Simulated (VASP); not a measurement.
# Cu3Te in VASP: notebook, part 2 of 2

VASP 6.6.1. Earlier steps stand in the parts before.

## Step 4: Single point, r2SCAN

This run uses another cell than the first one, of 14.76 Å³/atom, 0.948 times its volume.

The input, POSCAR:

```
Cu3Te
1.0
    3.8677287600      0.0000000000      0.0000000000
    0.0000000000      3.8677287600      0.0000000000
    0.0000000000      0.0000000000      3.9466620000
Cu Te
3 1
Direct
    0.0000000000      0.5000000000      0.5000000000
    0.5000000000      0.0000000000      0.5000000000
    0.5000000000      0.5000000000      0.0000000000
    0.0000000000      0.0000000000      0.0000000000
```

The input, INCAR.step1:

```
SYSTEM = Cu3Te
ALGO     = Normal         ! electronic algorithm
EDIFF    = 1E-4           ! SCF threshold, eV
ENCUT    = 520            ! plane-wave cutoff, eV
GGA      = PE             ! functional
ISMEAR   = -1             ! smearing method
LASPH    = .True.         ! aspherical terms in the spheres
LCHARG   = .False.        ! write CHGCAR
LREAL    = .False.        ! projectors in reciprocal space
LWAVE    = .True.         ! write WAVECAR
NBANDS   = 28             ! bands
NELM     = 100            ! most SCF steps
PREC     = Accurate       ! precision mode
SIGMA    = 0.1            ! smearing width, eV
```

The input, INCAR.step2:

```
SYSTEM = Cu3Te
ALGO     = Normal         ! electronic algorithm
EDIFF    = 1E-6           ! SCF threshold, eV
ENCUT    = 520            ! plane-wave cutoff, eV
ISIF     = 2              ! what is computed and relaxed
ISMEAR   = -1             ! smearing method
ISTART   = 1            
LASPH    = .True.         ! aspherical terms in the spheres
LCHARG   = .False.        ! write CHGCAR
LMIXTAU  = .True.       
LREAL    = .False.        ! projectors in reciprocal space
LWAVE    = .False.        ! write WAVECAR
METAGGA  = R2SCAN         ! meta-GGA
NBANDS   = 28             ! bands
NELM     = 100            ! most SCF steps
PREC     = Accurate       ! precision mode
SIGMA    = 0.1            ! smearing width, eV
```

The input, KPOINTS:

```
k-points
0
Gamma
  6 6 6
  0 0 0
```

Potentials or basis: VASP PAW PBE potentials, release 64 (Cu, Te).

On the command line:

```console
> cat potpaw_PBE.64/Cu/POTCAR potpaw_PBE.64/Te/POTCAR > POTCAR
> cp INCAR.step1 INCAR
> mpirun -np 1 vasp_std > vasp.out
> cp INCAR.step2 INCAR
> mpirun -np 1 vasp_std > vasp.out
```

OUTCAR:

```text
SYSTEM = Cu3Te
   EDIFF = 1E-6
   ENCUT = 520
   ISIF = 2
   ISMEAR = -1
   ISTART = 1
   LASPH = .True.
   LREAL = .False.
   METAGGA = R2SCAN
   NELM = 100
   PREC = Accurate

 ion  position               nearest neighbor table
   1  0.000  0.500  0.500-   2 2.73   2 2.73   2 2.73   2 2.73   4 2.76   3 2.76   4 2.76   4 2.76
                             4 2.76   3 2.76   3 2.76   3 2.76
   2  0.500  0.000  0.500-   1 2.73   1 2.73   1 2.73   1 2.73   4 2.76   3 2.76   3 2.76   3 2.76
                             4 2.76   4 2.76   4 2.76   3 2.76
   3  0.500  0.500  0.000-   4 2.73   4 2.73   4 2.73   4 2.73   2 2.76   2 2.76   2 2.76   2 2.76
                             1 2.76   1 2.76   1 2.76   1 2.76
   4  0.000  0.000  0.000-   3 2.73   3 2.73   3 2.73   3 2.73   2 2.76   1 2.76   2 2.76   1 2.76
                             2 2.76   1 2.76   2 2.76   1 2.76

  LATTYP: Found a simple tetragonal cell.
 ALAT       =     3.8677287600
 C/A-ratio  =     1.0204081633

  Lattice vectors:

 A1 = (   3.8677287600,   0.0000000000,   0.0000000000)
 A2 = (   0.0000000000,   3.8677287600,   0.0000000000)
 A3 = (   0.0000000000,   0.0000000000,   3.9466620000)

Analysis of symmetry for initial positions (statically):
=====================================================================
 Subroutine PRICEL returns:
 Original cell was already a primitive cell.

 Routine SETGRP: Setting up the symmetry group for a
 simple tetragonal supercell.

 Subroutine GETGRP returns: Found 16 space group operations
 (whereof 16 operations were pure point group operations)
 out of a pool of 16 trial point group operations.

The static configuration has the point symmetry D_4h.

Analysis of symmetry for dynamics (positions and initial velocities):
=====================================================================
 Subroutine PRICEL returns:
 Original cell was already a primitive cell.

 Routine SETGRP: Setting up the symmetry group for a
[... 127 lines left out ...]
   IALGO  =     38    algorithm
   IMIX   =      4    mixing-type and parameters
     AMIX     =   0.40;   BMIX     =  1.00
     AMIX_MAG =   1.60;   BMIX_MAG =  1.00
  volume/ion in A,a.u.               =      14.76        99.60
  Fermi-wavevector in a.u.,A,eV,Ry     =   1.425769  2.694312 27.658143  2.032816
  Thomas-Fermi vector in A             =   2.546117
   LORBIT       =      0    0 simple, 1 ext, 2 COOP (PROOUT), +10 PAW based schemes
   METAGGA = R2SCAN    functional components
   LHFCALC =     F    Hartree Fock is set to
   AEXX    =    0.0000 exact exchange contribution
   IVDW    =     0    specifies the selected vdW correction
   LEPSILON=     F    determine dielectric tensor
   LRPA    =     F    only Hartree local field effects (RPA)
 non-spin polarized calculation
  energy-cutoff  :      520.00
  volume of cell :       59.04
 maximum number of plane-waves:      1612
 NGX is ok and might be reduce to    30
   NGX = 15   NGY = 15   NGZ = 15

 number of electron      38.9999987 magnetization

 Free energy of the ion-electron system (eV)
  ---------------------------------------------------
  ext. energy  EPLUGINS =         0.00000000
  ---------------------------------------------------
  free energy    TOTEN  =       -57.20047498 eV

  energy without entropy =      -57.17803401  energy(sigma->0) =      -57.18925450

 E-fermi :   9.4606     XC(G=0): -12.8084

 val. band max:        9.4529217241   @ k =   0.1667   0.1667   0.5000
 cond. band min:       9.6142594018   @ k =   0.5000   0.0000   0.1667
 fundamental gap:      0.1613376778
 Fermi energy:         9.4605971142

 k-point     1 :       0.0000    0.0000    0.0000
  band No.  band energies     occupation
      1      -5.5116      2.00000
      2       3.8628      2.00000
      3       4.7246      2.00000
      4       4.7488      2.00000
      5       5.0208      2.00000
      6       5.0208      2.00000
[... 733 lines left out ...]
     27      18.0868      0.00000
     28      18.1252      0.00000

 [... further k-points ...]

------------------------ aborting loop because EDIFF is reached ----------------------------------------

  FORCE on cell =-STRESS in cart. coord.  units (eV):
  Direction    XX          YY          ZZ          XY          YZ          ZX
  --------------------------------------------------------------------------------------
  -------------------------------------------------------------------------------------
  Total        0.9907256      0.9907256      0.3340852      0.0000000      0.0000000      0.0000000
  in kB       26.8857413     26.8857413      9.0662130      0.0000000      0.0000000      0.0000000
  external PRESSURE =      20.9458985 kB  Pullay stress =       0.0000000 kB

 VOLUME and BASIS-vectors are now :
 -----------------------------------------------------------------------------
  energy-cutoff  :      520.00
  volume of cell :       59.04
      direct lattice vectors                 reciprocal lattice vectors
     3.867728760  0.000000000  0.000000000     0.258549671  0.000000000  0.000000000
     0.000000000  3.867728760  0.000000000     0.000000000  0.258549671  0.000000000
     0.000000000  0.000000000  3.946662000     0.000000000  0.000000000  0.253378678

 POSITION                                       TOTAL-FORCE (eV/Angst)
 -----------------------------------------------------------------------------------
      0.00000      1.93386      1.97333         0.000000      0.000000      0.000000
      1.93386      0.00000      1.97333         0.000000      0.000000      0.000000
      1.93386      1.93386      0.00000         0.000000      0.000000      0.000000
      0.00000      0.00000      0.00000         0.000000      0.000000      0.000000
 -----------------------------------------------------------------------------------
    total drift:                                0.000000      0.000000     -0.000000

  FREE ENERGIE OF THE ION-ELECTRON SYSTEM (eV)
  ---------------------------------------------------
  free  energy   TOTEN  =       -57.2004749827 eV

  energy  without entropy=      -57.1780340111  energy(sigma->0) =      -57.18925450
```

Run time: 1.8 min. Hardware: 1 thread of Intel Xeon 6975P-C (Granite Rapids), shared host; peak memory 0.2 GiB.

What came out:

- Free energy: -57.2005 eV
- Pressure: 2.1 GPa

Stress tensor (GPa, compression positive):
```
2.69 0.00 0.00
0.00 2.69 0.00
0.00 0.00 0.91
```

Caveat: the PAW data sets were made with another functional, which shifts forces and pressure a little; spin-orbit coupling is left out, which moves the levels of the heavy elements.

## Step 5: The runs side by side

```csv
cell,gap on the mesh (eV),pressure (GPa)
"a = 3.973, b = 3.973, c = 3.947 Å, 4 atoms",none,-3.3
"a = 3.947 Å, 4 atoms",none,-2.2
"a = 3.868, b = 3.868, c = 3.947 Å, 4 atoms",none,2.1
```

Alike in all rows: task single point; level r2SCAN; potentials or basis VASP PAW PBE potentials, release 64 (Cu, Te); no spin polarisation; k mesh 6 × 6 × 6; cutoff (eV) 520; smearing fermi-dirac 0.1 eV.

Caveats: the PAW data sets were made with another functional, which shifts forces and pressure a little; spin-orbit coupling is left out, which moves the levels of the heavy elements.

Absolute energies hang on the potentials; compare differences alone.
